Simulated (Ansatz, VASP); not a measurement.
Two plane-wave programs on MgAs3

The input INCAR:

```
SYSTEM = MgAs3
PREC = Accurate
ENCUT = 600
EDIFF = 1E-6
ISMEAR = 0
SIGMA = 0.1
LREAL = .FALSE.
LASPH = .TRUE.
NELM = 100
ALGO = Fast
ISIF = 3
LWAVE = .FALSE.
LCHARG = .FALSE.
GGA = PE
IBRION = 2
NSW = 100
EDIFFG = -0.01
```

KPOINTS

```
regular mesh
0
G
  12 12 12
  0 0 0
```

The input POSCAR:

```
MgAs3
1.0
    4.2947410701      0.0000000000      0.0000000000
    0.0000000000      4.2947410701      0.0000000000
    0.0000000000      0.0000000000      4.2947410701
Mg As
1 3
Direct
    0.0000000000      0.0000000000      0.0000000000
    0.0000000000      0.5000000000      0.5000000000
    0.5000000000      0.0000000000      0.5000000000
    0.5000000000      0.5000000000      0.0000000000
```

Input for Ansatz:

```yaml
crystal:
  lattice:
    - [4.2947410701, 0.0, 0.0]
    - [0.0, 4.2947410701, 0.0]
    - [0.0, 0.0, 4.2947410701]
  atoms:
    - { symbol: Mg, position: [0.0, 0.0, 0.0] }
    - { symbol: As, position: [0.0, 0.5, 0.5] }
    - { symbol: As, position: [0.5, 0.0, 0.5] }
    - { symbol: As, position: [0.5, 0.5, 0.0] }
basis:
  ecutwfc: 420
kpoints:
  mp_grid: { grid: [12, 12, 12] }
hamiltonian:
  xc: pbe
scf:
  occupations: { method: gaussian, width: 0.1 }
output:
  forces: true
  stress: true
  eigenvalues: true
relax:
  adjacent_minimum: "off"
  f_tol: 0.01
  max_steps: 80
  cell: { stress_tol: 0.05 }
```

Alike in both runs: task relaxation of cell and atoms; functional PBE; k mesh 12 × 12 × 12; occupations gaussian, width 0.1 eV; no spin polarisation.

|  | VASP | Ansatz |
| --- | --- | --- |
| version | VASP 6.6.1 | Ansatz 0.2.0 |
| potentials or method | VASP PAW PBE potentials, release 64 (Mg, As), cutoff 600 eV | scalar-relativistic, plane waves, PAW |
| valence electrons in the cell | 17 | 55 |

```csv
,VASP,Ansatz,Ansatz less VASP
"gap on the k mesh at the Fermi level, each at its own relaxed structure (eV)",none,none,-
relaxed volume (Å³/atom),19.50,19.50,+0.007
relaxed length of the cell vector where the two differ most in proportion (Å),4.272,4.273,+0.0005
```

A gap of «none» marks a metal or a gap that the smearing closes. VASP's potentials hold 17 valence electrons a cell and Ansatz's 55, so a difference there can come from the potentials and not from the codes.
